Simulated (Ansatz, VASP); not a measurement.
# Sn: VASP beside Ansatz

Contents of INCAR:

```
SYSTEM = Sn
PREC = Accurate
ENCUT = 520
EDIFF = 1E-6
ISMEAR = 0
SIGMA = 0.15
LREAL = .False.
LASPH = .True.
NELM = 100
ALGO = Normal
ISIF = 2
LWAVE = .False.
LCHARG = .False.
NBANDS = 21
```

KPOINTS

```
regular mesh
0
Gamma
  12 12 12
  0 0 0
```

The input POSCAR:

```
Sn
1.0
    0.0000000000      3.2456000000      3.2456000000
    3.2456000000      0.0000000000      3.2456000000
    3.2456000000      3.2456000000      0.0000000000
Sn
2
Direct
    0.5000000000      0.5000000000      0.5000000000
    0.7500000000      0.7500000000      0.7500000000
```

Input for Ansatz:

```yaml
crystal:
  lattice:
    - [0.0, 3.2456, 3.2456]
    - [3.2456, 0.0, 3.2456]
    - [3.2456, 3.2456, 0.0]
  atoms:
    - { symbol: Sn, position: [0.5, 0.5, 0.5] }
    - { symbol: Sn, position: [0.75, 0.75, 0.75] }
basis:
  ecutwfc: 420
kpoints:
  mp_grid: { grid: [12, 12, 12] }
hamiltonian:
  xc: lda
scf:
  occupations: { method: gaussian, width: 0.15 }
output:
  forces: true
  stress: true
  eigenvalues: true
```

Alike in both runs: task single point; functional LDA; k mesh 12 × 12 × 12; occupations gaussian, width 0.15 eV; no spin polarisation.

```csv
,VASP,Ansatz
version,VASP 6.6.1,Ansatz 0.2.0
potentials or method,"VASP PAW LDA potentials, release 64 (Sn_d), cutoff 520 eV","scalar-relativistic, plane waves, PAW"
valence electrons in the cell,28,28
```

```tsv
	VASP	Ansatz	Ansatz less VASP
gap on the k mesh at the Fermi level (eV)	none	none	-
pressure (GPa)	-0.3	-0.3	-0.01
```

LDA's correlation is that of Perdew and Zunger in VASP and of Perdew and Wang (1992) in Ansatz. A gap of «none» marks a metal or a gap that the smearing closes.
